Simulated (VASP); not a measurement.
# FeO (Wuestite) (Fm-3m) in VASP: a series of runs

FeO (Wuestite) is run at these levels: PBE+D4, PBE; tasks: single point.

Program: VASP 6.6.1. These are calculated values, not measurements. Logs are shortened: lines on timing, memory, paths and dates and some standing lists are left out, and cuts for length are marked.

**The experiment to reproduce.**

“W\"ustite: Electric, thermodynamic and optical properties of FeO”, 2012, arxiv:1203.1201 quotes, for a bulk crystal of FeO: band gap 2.4 eV (optical).

The runs below are set against these values where they give the same quantity.

**1. The cell of the first run**

The structure is cubic, space group Fm-3m (No. 225). Conventional cell: a = 4.286 Å, b = 4.286 Å, c = 4.286 Å, α = 90.00°, β = 90.00°, γ = 90.00°. Fe (site symmetry m-3m) has 6 O at 2.14 Å within 2.8 Å. O (site symmetry m-3m) has 6 Fe at 2.14 Å within 2.8 Å.

**2. Single point, PBE+D4, collinear spin, ferromagnetic start**

The input, INCAR:

```
PREC = Accurate
ENCUT = 520
EDIFF = 1E-7
ISMEAR = -1
SIGMA = 0.05
LREAL = False
LASPH = True
NELM = 150
ALGO = Normal
ISIF = 2
LWAVE = False
LCHARG = False
ISPIN = 2
MAGMOM = 3 0
LORBIT = 11
LMAXMIX = 4
GGA = PE
IVDW = 13
NBANDS = 18
```

The input, KPOINTS:

```
regular mesh
0
Gamma
  8 8 8
```

The input, POSCAR:

```
FeO
1.0
    0.0000000000      2.1428695235      2.1428695235
    2.1428695235      0.0000000000      2.1428695235
    2.1428695235      2.1428695235      0.0000000000
Fe O
1 1
Direct
    0.0000000000      0.0000000000      0.0000000000
    0.5000000000      0.5000000000      0.5000000000
```

Potentials or basis: VASP PAW PBE potentials, release 64 (Fe, O).

Launch:

```console
cat potpaw_PBE.64/Fe/POTCAR potpaw_PBE.64/O/POTCAR > POTCAR
mpirun -np 1 vasp_std > vasp.out
```

OUTCAR:

```text
PREC = Accurate
   ENCUT = 520
   EDIFF = 1E-7
   ISMEAR = -1
   LREAL = False
   LASPH = True
   NELM = 150
   ISIF = 2
   ISPIN = 2
   LORBIT = 11
   GGA = PE
   IVDW = 13

 ion  position               nearest neighbor table
   1  0.000  0.000  0.000-   2 2.14   2 2.14   2 2.14   2 2.14   2 2.14   2 2.14
   2  0.500  0.500  0.500-   1 2.14   1 2.14   1 2.14   1 2.14   1 2.14   1 2.14

  LATTYP: Found a face centered cubic cell.
 ALAT       =     4.2857390470

  Lattice vectors:

 A1 = (   0.0000000000,   2.1428695235,   2.1428695235)
 A2 = (   2.1428695235,   0.0000000000,   2.1428695235)
 A3 = (   2.1428695235,   2.1428695235,   0.0000000000)

Analysis of symmetry for initial positions (statically):
=====================================================================
 Subroutine PRICEL returns:
 Original cell was already a primitive cell.

 Routine SETGRP: Setting up the symmetry group for a
 face centered cubic supercell.

 Subroutine GETGRP returns: Found 48 space group operations
 (whereof 48 operations were pure point group operations)
 out of a pool of 48 trial point group operations.

The static configuration has the point symmetry O_h .

Analysis of symmetry for dynamics (positions and initial velocities):
=====================================================================
 Subroutine PRICEL returns:
 Original cell was already a primitive cell.

 Routine SETGRP: Setting up the symmetry group for a
 face centered cubic supercell.

 Subroutine GETGRP returns: Found 48 space group operations
 (whereof 48 operations were pure point group operations)
 out of a pool of 48 trial point group operations.

The dynamic configuration has the point symmetry O_h .

Analysis of structural, dynamic, and magnetic symmetry:
=====================================================================
 Subroutine PRICEL returns:
 Original cell was already a primitive cell.

 Routine SETGRP: Setting up the symmetry group for a
 face centered cubic supercell.

 Subroutine GETGRP returns: Found 48 space group operations
 (whereof 48 operations were pure point group operations)
 out of a pool of 48 trial point group operations.

The overall configuration has the point symmetry O_h .

 Subroutine INISYM returns: Found 48 space group operations
 (whereof 48 operations are pure point group operations),
 and found     1 'primitive' translations

----------------------------------------------------------------------------------------
[... 115 lines left out ...]
  Fermi-wavevector in a.u.,A,eV,Ry     =   1.461431  2.761705 29.059077  2.135782
  Thomas-Fermi vector in A             =   2.577764
   LORBIT       =     11    0 simple, 1 ext, 2 COOP (PROOUT), +10 PAW based schemes
   GGA     = PE    functional components
   LHFCALC =     F    Hartree Fock is set to
   AEXX    =    0.0000 exact exchange contribution
   IVDW    =    13    specifies the selected vdW correction
   LEPSILON=     F    determine dielectric tensor
   LRPA    =     F    only Hartree local field effects (RPA)
 spin polarized calculation
  energy-cutoff  :      520.00
  volume of cell :       19.68
 maximum number of plane-waves:       544
 NGX is ok and might be reduce to    24
   NGX = 11   NGY = 11   NGZ = 11

 number of electron      13.9999997 magnetization       3.9999465

 Free energy of the ion-electron system (eV)
  ---------------------------------------------------
  ext. energy  EPLUGINS =         0.00000000
  ---------------------------------------------------
  free energy    TOTEN  =       -14.93086888 eV

  energy without entropy =      -14.91755600  energy(sigma->0) =      -14.92421244

 E-fermi :   6.4019     XC(G=0): -12.2603

 val. band max:        6.3830170915   @ k =  -0.3750   0.2500   0.0000
 cond. band min:       6.4022987046   @ k =  -0.2500   0.3750   0.1250
 fundamental gap:      0.0192816131
 Fermi energy:         6.4018547654

 spin component 1

 k-point     1 :       0.0000    0.0000    0.0000
  band No.  band energies     occupation
      1     -14.4727      1.00000
      2       2.5036      1.00000
      3       2.5036      1.00000
      4       2.5036      1.00000
      5       2.5350      1.00000
      6       2.5350      1.00000
[... 493 lines left out ...]
     17      33.2102      0.00000
     18      34.5264      0.00000

 [... further k-points ...]

 spin component 2

 k-point     1 :       0.0000    0.0000    0.0000
  band No.  band energies     occupation
      1     -13.9335      1.00000
      2       3.1012      1.00000
      3       3.1012      1.00000
      4       3.1012      1.00000
      5       5.6366      1.00000
      6       5.6368      1.00000
[... 493 lines left out ...]
     17      33.6599      0.00000
     18      35.3436      0.00000

 [... further k-points ...]

------------------------ aborting loop because EDIFF is reached ----------------------------------------

  DFT-D4 for vdW energy calculation

  Edisp (eV):   -0.68128

  FORCE on cell =-STRESS in cart. coord.  units (eV):
  Direction    XX          YY          ZZ          XY          YZ          ZX
  --------------------------------------------------------------------------------------
  -------------------------------------------------------------------------------------
  Total       0.02741     0.02741     0.02741     0.00000    -0.00000     0.00000
  in kB       2.23158     2.23158     2.23158     0.00000    -0.00000     0.00000
  external pressure =        2.23 kB  Pullay stress =        0.00 kB

 VOLUME and BASIS-vectors are now :
 -----------------------------------------------------------------------------
  energy-cutoff  :      520.00
  volume of cell :       19.68
      direct lattice vectors                 reciprocal lattice vectors
     0.000000000  2.142869523  2.142869523    -0.233331985  0.233331985  0.233331985
     2.142869523  0.000000000  2.142869523     0.233331985 -0.233331985  0.233331985
     2.142869523  2.142869523  0.000000000     0.233331985  0.233331985 -0.233331985

 POSITION                                       TOTAL-FORCE (eV/Angst)
 -----------------------------------------------------------------------------------
      0.00000      0.00000      0.00000        -0.000000     -0.000000     -0.000000
      2.14287      2.14287      2.14287         0.000000      0.000000      0.000000
 -----------------------------------------------------------------------------------
    total drift:                                0.000000     -0.000000     -0.000000

  FREE ENERGIE OF THE ION-ELECTRON SYSTEM (eV)
  ---------------------------------------------------
  free  energy   TOTEN  =       -15.6121467912 eV

  energy  without entropy=      -15.5988339198  energy(sigma->0) =      -15.60549036

 total charge

# of ion       s       p       d       tot
------------------------------------------
    1        0.292   0.370   6.099   6.761
    2        1.556   3.447   0.000   5.004
--------------------------------------------------
tot          1.849   3.817   6.099  11.765

 magnetization (x)

# of ion       s       p       d       tot
------------------------------------------
    1        0.027   0.022   3.567   3.616
    2        0.031   0.274   0.000   0.305
--------------------------------------------------
tot          0.058   0.296   3.567   3.920
```

stdout:

```text
POSCAR found type information on POSCAR FeO
 POSCAR found :  2 types and       2 ions
 scaLAPACK will be used
 LDA part: xc-table for (Slater+PW92), standard interpolation
 POSCAR, INCAR and KPOINTS ok, starting setup
 FFT: planning ... GRIDC
 FFT: planning ... GRID_SOFT
 FFT: planning ... GRID
 WAVECAR not read
 entering main loop
```

Wall time 14 s (1 thread of Intel Xeon Platinum 8559C (Emerald Rapids), shared host); peak memory 0.15 GiB.

Results:

| Property | Result |
| --- | --- |
| Free energy | -15.6121 eV |
| Pressure | 0.2 GPa |
| Band gap on the k mesh | zero (filled and empty bands overlap) |
| Net moment | 4.00 μB per cell |
| Site moments | Fe +3.62; O +0.30 μB |
| Valence electrons inside the program's atomic spheres | Fe 6.76; O 5.00 |
| Dispersion energy per atom | -0.341 eV |

Levels at points of the mesh, in eV from the Fermi level:
Spin up:
| k point | band 5 | band 6 | band 7 | band 8 | band 9 | band 10 | band 11 | band 12 | band 13 | band 14 |
| --- | --- | --- | --- | --- | --- | --- | --- | --- | --- | --- |
| (0.00, 0.00, 0.00) | -3.87 | -3.87 | -3.87 | -3.69 | -3.69 | 0.18 | 15.52 | 17.17 | 17.17 | 17.17 |
| (0.50, 0.00, 0.00) | -3.06 | -3.06 | -2.48 | -0.29 | -0.29 | 4.12 | 8.63 | 12.67 | 12.67 | 19.70 |
| (0.50, 0.50, 0.00) | -4.84 | -3.29 | -2.78 | -2.78 | -2.77 | 5.41 | 8.85 | 10.85 | 14.91 | 14.91 |
Spin down:
```csv
k point,band 2,band 3,band 4,band 5,band 6,band 7,band 8,band 9
"(0.00, 0.00, 0.00)",-3.30,-3.30,-3.30,-0.77,-0.77,-0.76,0.18,0.18
"(0.50, 0.00, 0.00)",-8.13,-5.25,-5.25,0.40,0.40,0.61,2.84,2.84
"(0.50, 0.50, 0.00)",-7.00,-4.50,-4.50,-2.18,0.74,0.75,0.75,1.18
```

Caveat: a cell with one magnetic atom can't hold antiferromagnetic order, which such compounds often take; semilocal functionals often make such compounds metallic where correlation or magnetic order opens a gap, which also shifts bond lengths; pairwise dispersion overbinds metals, which lowers pressure and volume.

**3. Single point, PBE, collinear spin, ferromagnetic start**

This run uses another cell than the first one, of 10.00 Å³/atom, 1.016 times its volume.

The input, INCAR:

```
PREC = Accurate
ENCUT = 520
EDIFF = 1E-6
ISMEAR = -1
SIGMA = 0.05
LREAL = F
LASPH = T
NELM = 150
ALGO = Normal
ISIF = 2
LWAVE = F
LCHARG = F
ISPIN = 2
MAGMOM = 3 0
LORBIT = 11
LMAXMIX = 4
GGA = PE
NBANDS = 18
```

The input, KPOINTS:

```
Automatic mesh
0
Gamma
  8 8 8
```

The input, POSCAR:

```
FeO
1.0
    0.0000000000      2.1545451462      2.1545451462
    2.1545451462      0.0000000000      2.1545451462
    2.1545451462      2.1545451462      0.0000000000
Fe O
1 1
Direct
    0.0000000000      0.0000000000      0.0000000000
    0.5000000000      0.5000000000      0.5000000000
```

Potentials or basis: VASP PAW PBE potentials, release 64 (Fe, O).

Launch:

```console
cat potpaw_PBE.64/Fe/POTCAR potpaw_PBE.64/O/POTCAR > POTCAR
mpirun -np 1 vasp_std > vasp.out
```

Run time: 12 s. Hardware: 1 thread of Intel Xeon Platinum 8559C (Emerald Rapids), shared host; peak memory 0.15 GiB.

The run converged. Its results:

```
Free energy                                           : -14.9348 eV
Pressure                                              : 0.1 GPa
Band gap on the k mesh                                : zero (filled and empty bands overlap)
Net moment                                            : 4.00 μB per cell
Site moments                                          : Fe +3.62; O +0.30 μB
Valence electrons inside the program's atomic spheres : Fe 6.73; O 5.00
```

Levels at points of the mesh, in eV from the Fermi level:
Spin up:
```
           k point  band 7  band 8  band 9  band 10  band 11  band 12
(0.00, 0.00, 0.00)   -3.81   -3.68   -3.68     0.09    15.46    17.04
(0.50, 0.00, 0.00)   -2.50   -0.34   -0.34     4.08     8.47    12.55
(0.50, 0.50, 0.00)   -2.81   -2.80   -2.80     5.28     8.74    10.77
```
Spin down:
| k point | band 3 | band 4 | band 5 | band 6 | band 7 | band 8 |
| --- | --- | --- | --- | --- | --- | --- |
| (0.00, 0.00, 0.00) | -3.25 | -3.25 | -0.74 | -0.74 | -0.74 | 0.19 |
| (0.50, 0.00, 0.00) | -5.16 | -5.16 | 0.38 | 0.38 | 0.59 | 2.78 |
| (0.50, 0.50, 0.00) | -4.42 | -4.42 | -2.12 | 0.73 | 0.73 | 0.73 |

Caveat: a cell with one magnetic atom can't hold antiferromagnetic order, which such compounds often take; semilocal functionals often make such compounds metallic where correlation or magnetic order opens a gap, which also shifts bond lengths.

**4. Against experiment**

Step 2. Measured gap of FeO: 2.4 eV (optical; quoted in “W\"ustite: Electric, thermodynamic and optical properties of FeO”, 2012, arxiv:1203.1201). This calculation gives 0.00 eV (-2.40 eV). So large a miss can be the level of theory's own, or it may mean another phase, state or a wrong row. The value is that of PBE+D4 on a finite k mesh, which can miss the band edges, without temperature or zero-point motion. Semilocal functionals fall short of measured gaps as a rule. The run's magnetic order (collinear spin, ferromagnetic start) needn't be the measured crystal's.

Step 3. Against the measured gap of FeO, 2.4 eV (optical; quoted in “W\"ustite: Electric, thermodynamic and optical properties of FeO”, 2012, arxiv:1203.1201), the calculated 0.00 eV is off by -2.40 eV. So large a miss can be the level of theory's own, or it may mean another phase, state or a wrong row. The value is that of PBE on a finite k mesh, which can miss the band edges, without temperature or zero-point motion. Semilocal functionals fall short of measured gaps as a rule. The run's magnetic order (collinear spin, ferromagnetic start) needn't be the measured crystal's.
